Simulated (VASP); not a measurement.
A run of VASP 6.6.1:

POSCAR

```
Ba
1.0
   -2.5065000000      2.5065000000      2.5065000000
    2.5065000000     -2.5065000000      2.5065000000
    2.5065000000      2.5065000000     -2.5065000000
Ba
1
Direct
    0.0000000000      0.0000000000      0.0000000000
```

The input INCAR.step1:

```
  PREC = Accurate
  ENCUT = 520
  ISMEAR = -1
  SIGMA = 0.05
  LREAL = False
  LASPH = True
  NELM = 80
  NBANDS = 11
  GGA = PE
  ALGO = Normal
  EDIFF = 1E-4
  LWAVE = True
  LCHARG = False
```

File INCAR.step2:

```
  PREC = Accurate
  ENCUT = 520
  EDIFF = 1E-6
  ISMEAR = -1
  SIGMA = 0.05
  LREAL = False
  LASPH = True
  NELM = 80
  ALGO = Normal
  ISIF = 2
  LWAVE = False
  LCHARG = False
  METAGGA = R2SCAN
  LMIXTAU = True
  NBANDS = 11
  ISTART = 1
```

File KPOINTS:

```
Automatic mesh
0
Gamma
  7 7 7
```

Potentials or basis: VASP PAW PBE potentials, release 64 (Ba_sv).

Launch:

```sh
$ cat potpaw_PBE.64/Ba_sv/POTCAR > POTCAR
$ cp INCAR.step1 INCAR
$ mpirun -np 1 vasp_std > vasp.out
$ cp INCAR.step2 INCAR
$ mpirun -np 1 vasp_std > vasp.out
```

Hardware: 1 thread of Intel(R) Xeon(R) 6975P-C (Granite Rapids), on a shared host.

Task: How long does it take, and how much memory?

Result: Run time: 16 s on 1 thread of Intel(R) Xeon(R) 6975P-C (Granite Rapids), on a shared host, peak memory 0.17 GiB. Counts: k points 20.
